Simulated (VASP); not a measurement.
Input of a VASP 6.6.1 run:

Contents of POSCAR:

```
ZnS
1.0
    0.0299767323      2.6971217056      2.6971217056
    2.6971217056      0.0299767323      2.6971217056
    2.6971217056      2.6971217056      0.0299767323
Zn S
1 1
Direct
    0.0010474319      0.0010474319      0.0010474319
    0.2489525681      0.2489525681      0.2489525681
```

INCAR.step1

```
PREC     = Accurate       # precision mode
ENCUT    = 520            # plane-wave cutoff, eV
EDIFF    = 1E-5           # SCF threshold, eV
ISMEAR   = 0              # smearing method
SIGMA    = 0.01           # smearing width, eV
LREAL    = False          # projectors in reciprocal space
LASPH    = True           # aspherical terms in the spheres
NELM     = 100            # most SCF steps
ALGO     = Normal         # electronic algorithm
ISIF     = 2              # what is computed and relaxed
LWAVE    = True           # write WAVECAR
LCHARG   = False          # write CHGCAR
NBANDS   = 16             # bands
GGA      = PE             # functional
```

INCAR.step2

```
PREC     = Accurate       # precision mode
ENCUT    = 520            # plane-wave cutoff, eV
EDIFF    = 1E-6           # SCF threshold, eV
ISMEAR   = 0              # smearing method
SIGMA    = 0.01           # smearing width, eV
LREAL    = False          # projectors in reciprocal space
LASPH    = True           # aspherical terms in the spheres
NELM     = 100            # most SCF steps
ALGO     = Normal         # electronic algorithm
ISIF     = 2              # what is computed and relaxed
LWAVE    = False          # write WAVECAR
LCHARG   = False          # write CHGCAR
GGA      = PE             # functional
LHFCALC  = True           # exact exchange
HFSCREEN = 0.2079         # screening, 1/A
PRECFOCK = Normal       
NBANDS   = 16             # bands
ISTART   = 1
```

The input KPOINTS:

```
regular mesh
0
Gamma
  6 6 6
```

Potentials or basis: VASP PAW PBE potentials, release 64 (Zn, S).

The run is started by

```sh
$ cat potpaw_PBE.64/Zn/POTCAR potpaw_PBE.64/S/POTCAR > POTCAR
$ cp INCAR.step1 INCAR
$ mpirun -np 1 vasp_std > vasp.out
$ cp INCAR.step2 INCAR
$ mpirun -np 1 vasp_std > vasp.out
```

(1) What does it give for the pressure?

(2) What does it give for the band gap on the k mesh?

Answers

(1) 2.7 GPa.

(2) 3.39 eV.

Caveat: the cell differs from its parent crystal (epitaxial 111 strain -1.0%); the PAW data sets were made with another functional, which shifts forces and pressure a little.
